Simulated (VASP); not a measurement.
RbCl (rocksalt type): single point with PBE

RbCl (rocksalt type):

```
CELL_PARAMETERS angstrom
0.00000 3.29219 3.29219
3.29219 0.00000 3.29219
3.29219 3.29219 0.00000
ATOMIC_POSITIONS crystal
Rb 0.00000 0.00000 0.00000
Cl 0.50000 0.50000 0.50000
```

This cell differs from its parent crystal: volume scaled by 0.95.

```
Program                : VASP 6.6.1
Task                   : single point
Functional             : PBE
Potentials or basis    : VASP PAW PBE potentials, release 64 (Rb_sv, Cl)
Cutoff                 : 500 eV
k mesh                 : 10 × 10 × 10
Occupations            : fermi-dirac, width 0.05 eV
Spin                   : no spin polarisation
Dipole correction      : no
Further INCAR settings : ALGO = Normal; EDIFF = 1e-06; NBANDS = 15
```

```
Pressure               : 0.8 GPa
Band gap on the k mesh : 4.99 eV, direct
```

Levels at points of the mesh, in eV from the valence-band top:
| k point | band 6 | band 7 | band 8 | band 9 | band 10 | band 11 |
| --- | --- | --- | --- | --- | --- | --- |
| (0.00, 0.00, 0.00) | 0.00 | 0.00 | 0.00 | 4.99 | 7.99 | 7.99 |
| (0.50, 0.00, 0.00) | -0.86 | -0.34 | -0.34 | 7.75 | 7.97 | 10.15 |
| (0.50, 0.50, 0.00) | -0.32 | -0.10 | -0.10 | 6.21 | 8.06 | 9.71 |

Wall time 33 s on 1 thread of AMD EPYC 9R14 (Zen 4), with other jobs on the host, peak memory 0.19 GiB.

 A k mesh can miss the band edges.
